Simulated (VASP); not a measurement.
# KCl (P4/mmm) in VASP: notebook, part 2 of 2

VASP 6.6.1. The steps go on from the part before.

**3. Single point, LDA (strain +0.025 along x and y, -0.050 along z)**

Input file INCAR:

```
SYSTEM = KCl
PREC = Accurate
ENCUT = 520
EDIFF = 1E-6
ISMEAR = 0
SIGMA = 0.05
LREAL = .FALSE.
LASPH = .TRUE.
NELM = 100
ALGO = Normal
ISIF = 2
LWAVE = .FALSE.
LCHARG = .FALSE.
GGA = CA
NBANDS = 15
```

Input file KPOINTS:

```
regular mesh
0
G
  6 6 6
  0 0 0
```

Input file POSCAR:

```
KCl
1.0
    3.9351759000      0.0000000000      0.0000000000
    0.0000000000      3.9351759000      0.0000000000
    0.0000000000      0.0000000000      3.6472362000
K Cl
1 1
Direct
    0.0000000000      0.0000000000      0.0000000000
    0.5000000000      0.5000000000      0.5000000000
```

Potentials or basis: VASP PAW LDA potentials, release 64 (K_sv, Cl).

Launch:

```console
> cat potpaw_LDA.64/K_sv/POTCAR potpaw_LDA.64/Cl/POTCAR > POTCAR
> mpirun -np 1 vasp_std > vasp.out
```

OUTCAR:

```text
SYSTEM = KCl
   PREC = Accurate
   ENCUT = 520
   EDIFF = 1E-6
   ISMEAR = 0
   LREAL = .FALSE.
   LASPH = .TRUE.
   NELM = 100
   ISIF = 2
   GGA = CA

 ion  position               nearest neighbor table
   1  0.000  0.000  0.000-
   2  0.500  0.500  0.500-

  LATTYP: Found a simple tetragonal cell.
 ALAT       =     3.9351759000
 C/A-ratio  =     0.9268292683

  Lattice vectors:

 A1 = (   3.9351759000,   0.0000000000,   0.0000000000)
 A2 = (   0.0000000000,   3.9351759000,   0.0000000000)
 A3 = (   0.0000000000,   0.0000000000,   3.6472362000)

Analysis of symmetry for initial positions (statically):
=====================================================================
 Subroutine PRICEL returns:
 Original cell was already a primitive cell.

 Routine SETGRP: Setting up the symmetry group for a
 simple tetragonal supercell.

 Subroutine GETGRP returns: Found 16 space group operations
 (whereof 16 operations were pure point group operations)
 out of a pool of 16 trial point group operations.

The static configuration has the point symmetry D_4h.

Analysis of symmetry for dynamics (positions and initial velocities):
[... 169 lines left out ...]
      1     -28.7645      2.00000
      2     -13.5353      2.00000
      3     -12.3919      2.00000
      4     -12.3919      2.00000
      5     -12.3441      2.00000
      6      -1.3881      2.00000
      7      -1.3881      2.00000
      8      -0.9589      2.00000
      9       3.2725      0.00000
     10       5.0158      0.00000
     11       5.3814      0.00000
     12       9.0517      0.00000
     13       9.6268      0.00000
     14       9.6268      0.00000
[... 401 lines left out ...]
      2     -13.3938      2.00000
      3     -12.6252      2.00000
      4     -12.4218      2.00000
      5     -12.3307      2.00000
      6      -2.3757      2.00000
      7      -2.0825      2.00000
      8      -1.2159      2.00000
      9       5.3003      0.00000
     10       5.9017      0.00000
     11       7.6537      0.00000
     12       7.9297      0.00000
     13       8.3760      0.00000
     14       9.6717      0.00000
     15      10.6766      0.00000

 [... further k-points ...]
[... 5 lines left out ...]
  --------------------------------------------------------------------------------------
  -------------------------------------------------------------------------------------
  Total       -1.4634555     -1.4634555     -0.3332179      0.0000000      0.0000000      0.0000000
  in kB      -41.5143173    -41.5143173     -9.4525004      0.0000000      0.0000000      0.0000000
  external PRESSURE =     -30.8270450 kB  Pullay stress =       0.0000000 kB

 VOLUME and BASIS-vectors are now :
 -----------------------------------------------------------------------------
  energy-cutoff  :      520.00
  volume of cell :       56.48
      direct lattice vectors                 reciprocal lattice vectors
     3.935175900  0.000000000  0.000000000     0.254118247  0.000000000  0.000000000
     0.000000000  3.935175900  0.000000000     0.000000000  0.254118247  0.000000000
     0.000000000  0.000000000  3.647236200     0.000000000  0.000000000  0.274180213

 POSITION                                       TOTAL-FORCE (eV/Angst)
 -----------------------------------------------------------------------------------
      0.00000      0.00000      0.00000         0.000000      0.000000      0.000000
      1.96759      1.96759      1.82362         0.000000      0.000000      0.000000
 -----------------------------------------------------------------------------------
    total drift:                                0.000000      0.000000     -0.000000

  FREE ENERGIE OF THE ION-ELECTRON SYSTEM (eV)
  ---------------------------------------------------
  free  energy   TOTEN  =        -7.2289852383 eV

  energy  without entropy=       -7.2289852383  energy(sigma->0) =       -7.22898524
```

Run time: 43 s. Hardware: 1 thread of Intel Xeon 8259CL, shared host; peak memory 0.16 GiB.

What came out:

- Free energy: -7.2290 eV
- Pressure: -3.1 GPa
- Band gap on the k mesh: 4.07 eV (least direct gap 4.23 eV)

Caveat: the cell differs from its parent crystal (strain +0.025 along x and y, -0.050 along z); the cell stands under tension.

**4. Single point, LDA (strain +0.050 along x and y, -0.050 along z)**

Changes to INCAR since step 3:

```diff
@@ -3,3 +3,3 @@
 ENCUT = 520
-EDIFF = 1E-6
+EDIFF = 1E-7
 ISMEAR = 0
@@ -8,3 +8,3 @@
 LASPH = .TRUE.
-NELM = 100
+NELM = 60
 ALGO = Normal
```

KPOINTS is that of step 3.

Input file POSCAR:

```
KCl
1.0
    4.0311558000      0.0000000000      0.0000000000
    0.0000000000      4.0311558000      0.0000000000
    0.0000000000      0.0000000000      3.6472362000
K Cl
1 1
Direct
    0.0000000000      0.0000000000      0.0000000000
    0.5000000000      0.5000000000      0.5000000000
```

Launch:

```console
> cat potpaw_LDA.64/K_sv/POTCAR potpaw_LDA.64/Cl/POTCAR > POTCAR
> mpirun -np 1 vasp_std > vasp.out
```

It took 50 s on 1 thread of Intel Xeon 8259CL, shared host; peak memory 0.16 GiB.

The run converged. Its results:

```yaml
Free_energy: -7.1508 eV
Pressure: -3.6 GPa
Band_gap_on_the_k_mesh: 3.78 eV (least direct gap 3.92 eV)
```

Stress tensor (GPa, compression positive):
```
-4.89  0.00  0.00
 0.00 -4.89  0.00
 0.00  0.00 -0.90
```

Levels at points of the mesh, in eV from the valence-band top:
```
           k point  band 5  band 6  band 7  band 8  band 9  band 10  band 11  band 12
(0.00, 0.00, 0.00)  -11.74   -0.69   -0.69   -0.14    3.78     5.72     6.18     9.53
(0.50, 0.00, 0.00)  -11.59   -2.05   -0.73   -0.14    6.68     6.75     7.43     9.69
(0.50, 0.50, 0.00)  -11.71   -1.51   -1.51    0.00    5.21     7.05     8.95     8.95
(0.00, 0.00, 0.50)  -11.73   -2.08   -0.61   -0.61    6.80     7.38     7.65     9.28
(0.50, 0.00, 0.50)  -11.73   -1.61   -1.36   -0.42    5.55     6.30     7.84     8.19
(0.50, 0.50, 0.50)  -11.88   -1.70   -1.51   -1.51    7.89     7.89     8.14     8.74
```

Caveat: the cell differs from its parent crystal (strain +0.050 along x and y, -0.050 along z); the cell stands under tension. A k mesh can miss the band edges.

**5. Single point, LDA (strain +0.050 along x and y, -0.025 along z)**

Input file INCAR:

```
SYSTEM = KCl
PREC = Accurate
ENCUT = 520
EDIFF = 1E-6
ISMEAR = 0
SIGMA = 0.05
LREAL = .False.
LASPH = .True.
NELM = 100
ALGO = Normal
ISIF = 2
LWAVE = .False.
LCHARG = .False.
GGA = CA
NBANDS = 15
```

Input file KPOINTS:

```
regular mesh
0
Gamma
  6 6 6
  0 0 0
```

Changes to POSCAR since step 4:

```diff
@@ -4,3 +4,3 @@
     0.0000000000      4.0311558000      0.0000000000
-    0.0000000000      0.0000000000      3.6472362000
+    0.0000000000      0.0000000000      3.7432161000
 K Cl
```

Launch:

```console
> cat potpaw_LDA.64/K_sv/POTCAR potpaw_LDA.64/Cl/POTCAR > POTCAR
> mpirun -np 1 vasp_std > vasp.out
```

It took 47 s on 1 thread of Intel Xeon 8259CL, shared host; peak memory 0.16 GiB.

Results (log left out):

* Free energy: -7.1376 eV
* Pressure: -3.8 GPa
* Band gap on the k mesh: 3.83 eV (least direct gap 3.98 eV)

Stress tensor (GPa, compression positive):
```
-4.72  0.00  0.00
 0.00 -4.72  0.00
 0.00  0.00 -1.88
```

Levels at points of the mesh, in eV from the valence-band top:
| k point | band 5 | band 6 | band 7 | band 8 | band 9 | band 10 | band 11 | band 12 |
| --- | --- | --- | --- | --- | --- | --- | --- | --- |
| (0.00, 0.00, 0.00) | -11.68 | -0.53 | -0.53 | -0.15 | 3.83 | 5.91 | 6.23 | 9.71 |
| (0.50, 0.00, 0.00) | -11.52 | -1.89 | -0.56 | -0.15 | 6.71 | 6.90 | 7.43 | 9.70 |
| (0.50, 0.50, 0.00) | -11.64 | -1.37 | -1.37 | 0.00 | 5.35 | 6.99 | 8.85 | 8.85 |
| (0.00, 0.00, 0.50) | -11.62 | -1.90 | -0.48 | -0.48 | 6.76 | 7.43 | 7.55 | 9.45 |
| (0.50, 0.00, 0.50) | -11.65 | -1.43 | -1.26 | -0.30 | 5.61 | 6.46 | 8.05 | 8.31 |
| (0.50, 0.50, 0.50) | -11.80 | -1.50 | -1.38 | -1.38 | 7.94 | 7.94 | 8.09 | 8.86 |

Caveat: the cell differs from its parent crystal (strain +0.050 along x and y, -0.025 along z); the cell stands under tension.

**6. Summary**

```tsv
cell	gap on the mesh (eV)	pressure (GPa)
a = 3.743, b = 3.743, c = 4.031 Å, 2 atoms	4.18	-3.1
a = 3.935, b = 3.935, c = 3.647 Å, 2 atoms	4.07	-3.1
a = 4.031, b = 4.031, c = 3.647 Å, 2 atoms	3.78	-3.6
a = 4.031, b = 4.031, c = 3.743 Å, 2 atoms	3.83	-3.8
```

Alike in all rows: task single point; level LDA; potentials or basis VASP PAW LDA potentials, release 64 (K_sv, Cl); no spin polarisation; k mesh 6 × 6 × 6; cutoff (eV) 520; smearing gaussian 0.05 eV.

Caveats: the cell stands under tension.

Absolute energies hang on the potentials; compare differences alone.
